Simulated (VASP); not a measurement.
Here is a VASP 6.6.1 calculation.

The input INCAR:

```
SYSTEM = MgS
PREC = Accurate
ENCUT = 520
EDIFF = 1E-6
ISMEAR = 0
SIGMA = 0.05
LREAL = .False.
LASPH = .True.
NELM = 60
ALGO = Normal
ISIF = 2
LWAVE = .False.
LCHARG = .False.
GGA = PE
NBANDS = 11
```

Contents of KPOINTS:

```
regular mesh
0
Gamma
  8 8 8
  0 0 0
```

Contents of POSCAR:

```
MgS
1.0
    0.0000000000      2.4554372700      2.6016500000
    2.7478627300      0.0000000000      2.6016500000
    2.7478627300      2.4554372700      0.0000000000
Mg S
1 1
Direct
    0.0000000000      0.0000000000      0.0000000000
    0.5000000000      0.5000000000      0.5000000000
```

Potentials or basis: VASP PAW PBE potentials, release 64 (Mg, S).

The run is started by

```sh
$ cat potpaw_PBE.64/Mg/POTCAR potpaw_PBE.64/S/POTCAR > POTCAR
$ mpirun -np 1 vasp_std > vasp.out
```

Problem. Predict the pressure.

Solution. 2.7 GPa.

Problem. What does it give for the band gap on the k mesh?

Solution. 2.42 eV, indirect (least direct gap 3.55 eV).

Stress tensor (GPa, compression positive):
```
-3.08  0.00  0.00
 0.00  9.56  0.00
 0.00  0.00  1.54
```

Caveat: the cell differs from its parent crystal (strain +0.0562 x Voigt [1, -1, 0, 0, 0, 0]). A k mesh can miss the band edges.
